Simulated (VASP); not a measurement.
# Al15CdN16 (a cell with a defect) in VASP: a series of runs, part 3 of 3

VASP 6.6.1. The steps go on from the part before.

## 5. Single point, r2SCAN

File POSCAR:

```
Al15CdN16
1.0
    6.2595139128      0.0000000578      0.0000000000
   -3.1297570064      5.4208980350      0.0000000000
    0.0000000000      0.0000000000     10.0348065929
Al Cd N
15 1 16
Direct
    0.3355182113      0.1621615939      0.2444304888
    0.3343471824      0.1621384222      0.7534596487
    0.1636024066      0.3323923282      1.0001439504
    0.3390916439      0.6685247006      0.2444572899
    0.1660482158      0.8324239731      0.5020025635
    0.3367384014      0.6738507557      0.7549182463
    0.1617474123      0.8291543653      0.9997085713
    0.8269900161      0.1575764700      0.2452311114
    0.6673693482      0.3331644737      0.5023964258
    0.8230562263      0.1602880284      0.7551385250
    0.6652239513      0.3338694573      1.0003132863
    0.8343377301      0.6627954615      0.2498311131
    0.6709249883      0.8278019854      0.5039473130
    0.8325430387      0.6641010410      0.7514825160
    0.6667958981      0.8290763685      0.9998975744
    0.1601505708      0.3394452668      0.4969396857
    0.3478074521      0.1534030331      0.4318519098
    0.1664997638      0.3289423084      0.1920888652
    0.3287755018      0.1653179329      0.9425964056
    0.1639415363      0.3330472701      0.7136251929
    0.3610942566      0.7090925730      0.4326958122
    0.1668032374      0.8282211936      0.1878478586
    0.3316255031      0.6677697816      0.9430531674
    0.1672699124      0.8316465605      0.6908041394
    0.7888575178      0.1368778572      0.4331317337
    0.6693178173      0.3310535159      0.1881408306
    0.8279078749      0.1648754163      0.9437680309
    0.6655813815      0.3298461675      0.6910957442
    0.8353150488      0.6639867289      0.4406883136
    0.6704918860      0.8258600713      0.1869593141
    0.8305945190      0.6647453329      0.9392094270
    0.6671157723      0.8298324654      0.6927222438
```

File INCAR.step1:

```
SYSTEM = Al15CdN16
  ALGO = Normal
  EDIFF = 1E-5
  ENCUT = 580
  GGA = PE
  GGA_COMPAT = .False.
  ISMEAR = -1
  ISYM = -1
  LASPH = .True.
  LCHARG = .False.
  LREAL = Auto
  LWAVE = .True.
  NBANDS = 90
  NELECT = 136.0
  NELM = 120
  PREC = Accurate
  SIGMA = 0.01
```

File INCAR.step2:

```
SYSTEM = Al15CdN16
  ALGO = Normal
  EDIFF = 1E-6
  ENCUT = 580
  GGA_COMPAT = .False.
  ISIF = 2
  ISMEAR = -1
  ISTART = 1
  ISYM = -1
  LASPH = .True.
  LCHARG = .False.
  LMIXTAU = .True.
  LREAL = Auto
  LWAVE = .False.
  METAGGA = R2SCAN
  NBANDS = 90
  NELECT = 136.0
  NELM = 120
  PREC = Accurate
  SIGMA = 0.01
```

File KPOINTS:

```
explicit points
1
Reciprocal
  0.25000000   0.25000000   0.25000000 1
```

Started as:

```console
> cat potpaw_PBE.64/Al/POTCAR potpaw_PBE.64/Cd/POTCAR potpaw_PBE.64/N/POTCAR > POTCAR
> cp INCAR.step1 INCAR
> mpirun -np 1 vasp_std > vasp.out
> cp INCAR.step2 INCAR
> mpirun -np 1 vasp_std > vasp.out
```

Wall time 5.4 min (1 thread of Intel Xeon Platinum 8488C (Sapphire Rapids), shared host); peak memory 0.53 GiB.

The run converged. Its results:

* Free energy: -322.5966 eV
* Largest force: 0.149 eV/Å

Forces in eV/Å, atoms in the order of the input:
```
Al   0.039 -0.006  0.027
Al   0.008 -0.007  0.064
Al  -0.013 -0.011 -0.002
Al   0.015  0.031 -0.047
Al   0.022  0.071 -0.010
Al  -0.019 -0.021  0.078
Al   0.011 -0.006  0.024
Al  -0.032 -0.021 -0.086
Al  -0.067 -0.022  0.009
Al   0.015  0.026  0.099
Al   0.038 -0.010  0.031
Al  -0.018 -0.008 -0.039
Al  -0.026 -0.011 -0.012
Al   0.000  0.008  0.054
Al   0.000  0.017  0.030
Cd   0.043 -0.017  0.020
N    0.096 -0.053 -0.083
N   -0.010  0.013  0.055
N   -0.002  0.003 -0.043
N   -0.071  0.027  0.050
N    0.066  0.109  0.013
N    0.019  0.019 -0.004
N    0.000  0.005 -0.043
N    0.012  0.003 -0.033
N   -0.087 -0.120  0.016
N   -0.007 -0.011 -0.009
N   -0.009 -0.016 -0.066
N    0.001 -0.011 -0.041
N    0.011 -0.005  0.029
N   -0.028  0.015  0.003
N    0.003  0.004 -0.028
N   -0.012  0.004 -0.057
```

Levels at points of the mesh, in eV from the Fermi level:
| k point | band 65 | band 66 | band 67 | band 68 | band 69 | band 70 | band 71 | band 72 |
| --- | --- | --- | --- | --- | --- | --- | --- | --- |
| (0.25, 0.25, 0.25) | -0.77 | -0.69 | -0.43 | -0.01 | 0.01 | 6.08 | 6.26 | 6.68 |

Caveat: the cell carries a net charge on a neutralising background, which shifts energy and pressure; the cell is charged against a uniform background, so pressure and absolute levels hang on convention; the PAW data sets were made with another functional, which shifts forces and pressure a little.

## 6. Relaxation of the atoms, PBE

File INCAR:

```
PREC = Accurate
ENCUT = 520
EDIFF = 1E-7
ISMEAR = 0
SIGMA = 0.01
LREAL = Auto
LASPH = T
NELM = 80
ALGO = Normal
ISIF = 2
LWAVE = F
LCHARG = F
GGA = PE
IBRION = 2
NSW = 100
EDIFFG = -0.03
NELECT = 136.0
```

File KPOINTS:

```
Automatic mesh
0
Gamma
  1 1 1
  0.25 0.25 0.25
```

File POSCAR:

```
Al15CdN16
1.0
    6.2595139100      0.0000000600      0.0000000000
   -3.1297570100      5.4208980300      0.0000000000
    0.0000000000      0.0000000000     10.0348065900
Al Cd N
15 1 16
Direct
    0.3333333300      0.1666666700      0.2496176900
    0.3333333300      0.1666666700      0.7496176900
    0.1666666700      0.3333333300      0.9996176900
    0.3333333300      0.6666666700      0.2496176900
    0.1666666700      0.8333333300      0.4996176900
    0.3333333300      0.6666666700      0.7496176900
    0.1666666700      0.8333333300      0.9996176900
    0.8333333300      0.1666666700      0.2496176900
    0.6666666700      0.3333333300      0.4996176900
    0.8333333300      0.1666666700      0.7496176900
    0.6666666700      0.3333333300      0.9996176900
    0.8333333300      0.6666666700      0.2496176900
    0.6666666700      0.8333333300      0.4996176900
    0.8333333300      0.6666666700      0.7496176900
    0.6666666700      0.8333333300      0.9996176900
    0.1666666700      0.3333333300      0.4996176900
    0.3333333300      0.1666666700      0.4403823100
    0.1666666700      0.3333333300      0.1903823100
    0.3333333300      0.1666666700      0.9403823100
    0.1666666700      0.3333333300      0.6903823100
    0.3333333300      0.6666666700      0.4403823100
    0.1666666700      0.8333333300      0.1903823100
    0.3333333300      0.6666666700      0.9403823100
    0.1666666700      0.8333333300      0.6903823100
    0.8333333300      0.1666666700      0.4403823100
    0.6666666700      0.3333333300      0.1903823100
    0.8333333300      0.1666666700      0.9403823100
    0.6666666700      0.3333333300      0.6903823100
    0.8333333300      0.6666666700      0.4403823100
    0.6666666700      0.8333333300      0.1903823100
    0.8333333300      0.6666666700      0.9403823100
    0.6666666700      0.8333333300      0.6903823100
```

Potentials or basis: VASP PAW PBE potentials, release 64 (Al, Cd, N).

Started as:

```console
> cat potpaw_PBE.64/Al/POTCAR potpaw_PBE.64/Cd/POTCAR potpaw_PBE.64/N/POTCAR > POTCAR
> mpirun -np 1 vasp_std > vasp.out
```

Run time: 5.4 min. Hardware: 1 thread of Intel Xeon 6975P-C (Granite Rapids), shared host; peak memory 0.49 GiB.

It converged, with:

* Free energy: -237.4689 eV
* Energy gained by relaxing: 73.3 meV/atom
* Ionic steps: 10
* Largest force after relaxing: 0.029 eV/Å

Forces in eV/Å, atoms in the order of the input:
```
Al   0.005 -0.003 -0.017
Al   0.004 -0.002  0.004
Al   0.000  0.000  0.018
Al   0.000  0.006 -0.017
Al   0.025  0.015  0.003
Al   0.000  0.005  0.004
Al  -0.004 -0.002  0.002
Al  -0.005 -0.003 -0.017
Al   0.000 -0.029  0.003
Al  -0.004 -0.002  0.004
Al   0.000  0.004  0.002
Al   0.000  0.000  0.018
Al  -0.025  0.015  0.003
Al   0.000  0.000 -0.022
Al   0.004 -0.002  0.002
Cd   0.000  0.000  0.023
N   -0.022  0.013  0.006
N    0.000  0.000  0.002
N    0.004 -0.002  0.009
N    0.000  0.000 -0.015
N    0.000 -0.025  0.006
N   -0.004 -0.003  0.000
N    0.000  0.004  0.009
N    0.011  0.006 -0.018
N    0.022  0.013  0.006
N    0.000  0.005  0.000
N   -0.004 -0.002  0.009
N    0.000 -0.012 -0.018
N    0.000  0.000  0.026
N    0.004 -0.003  0.000
N    0.000  0.000 -0.017
N   -0.011  0.006 -0.018
```

The path:
```csv
step,energy change (eV),largest force (eV/Å),pressure (GPa)
1,0.0000,5.7372,2.37
2,-2.0747,1.2629,0.93
3,-2.1780,0.6324,0.84
4,-2.3033,0.2698,0.68
5,-2.3041,0.2885,0.68
6,-2.3326,0.1883,0.69
7,-2.3326,0.1953,0.69
8,-2.3417,0.1327,0.67
9,-2.3417,0.1420,0.67
10,-2.3447,0.0294,0.67
```

Final structure:
```
Al Cd N
1.0
     6.25951    0.00000    0.00000
    -3.12976    5.42090    0.00000
     0.00000    0.00000   10.03481
Al Cd N
15 1 16
Direct
  0.33606 0.16394 0.24379
  0.33699 0.16301 0.75438
  0.16667 0.33333 0.99955
  0.33606 0.67212 0.24379
  0.16305 0.83153 0.50265
  0.33699 0.67398 0.75438
  0.16346 0.83173 0.99956
  0.82788 0.16394 0.24379
  0.66847 0.33695 0.50265
  0.82602 0.16301 0.75438
  0.66827 0.33654 0.99956
  0.83333 0.66667 0.24843
  0.66847 0.83153 0.50265
  0.83333 0.66667 0.75157
  0.66827 0.83173 0.99956
  0.16667 0.33333 0.49752
  0.35355 0.14645 0.43140
  0.16667 0.33333 0.19192
  0.33389 0.16611 0.94283
  0.16667 0.33333 0.71396
  0.35355 0.70709 0.43140
  0.16361 0.83180 0.18702
  0.33389 0.66777 0.94283
  0.16653 0.83327 0.69120
  0.79291 0.14645 0.43140
  0.66820 0.33639 0.18702
  0.83223 0.16611 0.94283
  0.66673 0.33347 0.69120
  0.83333 0.66667 0.43970
  0.66820 0.83180 0.18702
  0.83333 0.66667 0.93888
  0.66673 0.83327 0.69120
```

Levels at points of the mesh, in eV from the Fermi level:
```csv
k point,band 66,band 67,band 68,band 69,band 70,band 71
"(0.25, 0.25, 0.25)",-0.61,-0.37,-0.04,0.04,5.43,5.67
```

Caveat: the k points lie up to 1.16 Å⁻¹ apart, too coarse for converged energies, forces and pressures; the cell carries a net charge on a neutralising background, which shifts energy and pressure; the cell is charged against a uniform background, so pressure and absolute levels hang on convention.

## 7. Relaxation of the atoms, PBE

File INCAR:

```
SYSTEM = Al15CdN16
PREC = Accurate
ENCUT = 520
EDIFF = 1E-6
ISMEAR = -1
SIGMA = 0.01
LREAL = Auto
LASPH = .TRUE.
NELM = 80
ALGO = Normal
ISIF = 2
LWAVE = .FALSE.
LCHARG = .FALSE.
GGA = PE
IBRION = 2
NSW = 100
EDIFFG = -0.03
NELECT = 136.0
```

KPOINTS is that of step 6.

POSCAR is that of step 6.

Started as:

```console
> cat potpaw_PBE.64/Al/POTCAR potpaw_PBE.64/Cd/POTCAR potpaw_PBE.64/N/POTCAR > POTCAR
> mpirun -np 1 vasp_std > vasp.out
```

It took 5.1 min on 1 thread of Intel Xeon 6975P-C (Granite Rapids), shared host; peak memory 0.5 GiB.

Results (log left out):

```
Free energy                  : -237.4699 eV
Energy gained by relaxing    : 73.2 meV/atom
Ionic steps                  : 10
Largest force after relaxing : 0.028 eV/Å
```

Forces in eV/Å, atoms in the order of the input:
```
Al   0.006 -0.004 -0.019
Al   0.003 -0.002  0.005
Al   0.000  0.000  0.016
Al   0.000  0.007 -0.019
Al   0.024  0.014  0.004
Al   0.000  0.003  0.005
Al  -0.004 -0.002  0.002
Al  -0.006 -0.004 -0.019
Al   0.000 -0.028  0.004
Al  -0.003 -0.002  0.005
Al   0.000  0.005  0.002
Al   0.000  0.000  0.017
Al  -0.024  0.014  0.004
Al   0.000  0.000 -0.021
Al   0.004 -0.002  0.002
Cd   0.000  0.000  0.025
N   -0.022  0.013  0.005
N    0.000  0.000  0.003
N    0.005 -0.003  0.009
N    0.000  0.000 -0.015
N    0.000 -0.026  0.005
N   -0.005 -0.003  0.002
N    0.000  0.005  0.009
N    0.011  0.006 -0.019
N    0.022  0.013  0.005
N    0.000  0.005  0.002
N   -0.005 -0.003  0.009
N    0.000 -0.012 -0.019
N    0.000  0.000  0.026
N    0.005 -0.003  0.002
N    0.000  0.000 -0.017
N   -0.011  0.006 -0.019
```

Step by step:
```
step  energy change (eV)  largest force (eV/Å)  pressure (GPa)
   1              0.0000                5.7322            2.37
   2             -2.0741                1.2545            0.93
   3             -2.1760                0.6324            0.84
   4             -2.3007                0.2687            0.68
   5             -2.3016                0.2887            0.68
   6             -2.3298                0.1872            0.69
   7             -2.3298                0.1945            0.69
   8             -2.3387                0.1322            0.67
   9             -2.3388                0.1429            0.67
  10             -2.3417                0.0279            0.67
```

Final structure:
```yaml
crystal:
  lattice:
    - [6.25951, 0.00000, 0.00000]
    - [-3.12976, 5.42090, 0.00000]
    - [0.00000, 0.00000, 10.03481]
  atoms:
    - { symbol: Al, position: [0.33604, 0.16396, 0.24378] }
    - { symbol: Al, position: [0.33699, 0.16301, 0.75439] }
    - { symbol: Al, position: [0.16667, 0.33333, 0.99955] }
    - { symbol: Al, position: [0.33604, 0.67208, 0.24378] }
    - { symbol: Al, position: [0.16305, 0.83152, 0.50263] }
    - { symbol: Al, position: [0.33699, 0.67398, 0.75439] }
    - { symbol: Al, position: [0.16347, 0.83174, 0.99956] }
    - { symbol: Al, position: [0.82792, 0.16396, 0.24378] }
    - { symbol: Al, position: [0.66848, 0.33695, 0.50263] }
    - { symbol: Al, position: [0.82602, 0.16301, 0.75439] }
    - { symbol: Al, position: [0.66826, 0.33653, 0.99956] }
    - { symbol: Al, position: [0.83333, 0.66667, 0.24844] }
    - { symbol: Al, position: [0.66848, 0.83152, 0.50263] }
    - { symbol: Al, position: [0.83333, 0.66667, 0.75156] }
    - { symbol: Al, position: [0.66826, 0.83174, 0.99956] }
    - { symbol: Cd, position: [0.16667, 0.33333, 0.49758] }
    - { symbol: N, position: [0.35352, 0.14648, 0.43139] }
    - { symbol: N, position: [0.16667, 0.33333, 0.19189] }
    - { symbol: N, position: [0.33389, 0.16611, 0.94284] }
    - { symbol: N, position: [0.16667, 0.33333, 0.71399] }
    - { symbol: N, position: [0.35352, 0.70704, 0.43139] }
    - { symbol: N, position: [0.16361, 0.83180, 0.18701] }
    - { symbol: N, position: [0.33389, 0.66778, 0.94284] }
    - { symbol: N, position: [0.16654, 0.83327, 0.69120] }
    - { symbol: N, position: [0.79296, 0.14648, 0.43139] }
    - { symbol: N, position: [0.66820, 0.33639, 0.18701] }
    - { symbol: N, position: [0.83222, 0.16611, 0.94284] }
    - { symbol: N, position: [0.66673, 0.33346, 0.69120] }
    - { symbol: N, position: [0.83333, 0.66667, 0.43971] }
    - { symbol: N, position: [0.66820, 0.83180, 0.18701] }
    - { symbol: N, position: [0.83333, 0.66667, 0.93888] }
    - { symbol: N, position: [0.66673, 0.83327, 0.69120] }
```

Levels at points of the mesh, in eV from the Fermi level:
| k point | band 65 | band 66 | band 67 | band 68 | band 69 | band 70 | band 71 | band 72 |
| --- | --- | --- | --- | --- | --- | --- | --- | --- |
| (0.25, 0.25, 0.25) | -0.68 | -0.61 | -0.37 | -0.04 | 0.04 | 5.43 | 5.67 | 6.00 |

Caveat: the k points lie up to 1.16 Å⁻¹ apart, too coarse for converged energies, forces and pressures; the cell carries a net charge on a neutralising background, which shifts energy and pressure; the cell is charged against a uniform background, so pressure and absolute levels hang on convention.
